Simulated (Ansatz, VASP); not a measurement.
# Two plane-wave programs on AlN

```
Al N
1.0
     0.00000    2.21483    2.12624
     2.21483    0.00000    2.12624
     2.21483    2.21483    0.00000
Al N
1 1
Direct
  0.00000 0.00000 0.00000
  0.75000 0.75000 0.75000
```

Alike in both runs: task single point; functional r2SCAN; k mesh 10 × 10 × 10; occupations gaussian, width 0.05 eV; no spin polarisation.

|  | VASP | Ansatz |
| --- | --- | --- |
| version | VASP 6.6.1 | Ansatz 0.2.0 |
| potentials or method | VASP PAW PBE potentials, release 64 (Al, N), cutoff 520 eV | scalar-relativistic, plane waves, PAW |
| valence electrons in the cell | 8 | 8 |

|  | VASP | Ansatz | Ansatz less VASP |
| --- | --- | --- | --- |
| gap on the k mesh at the Fermi level (eV) | 3.71 | 3.72 | +0.007 |
| least direct gap on the mesh (eV) | 4.76 | 4.73 | -0.039 |
| pressure (GPa) | -0.5 | -0.1 | +0.39 |
| traceless stress, the component that is largest in VASP (GPa) | 3.51 | 3.50 | -0.006 |

VASP's potentials were made for PBE, not for r2SCAN. The functional is the same, so the differences come from potentials, cutoffs and numerics.
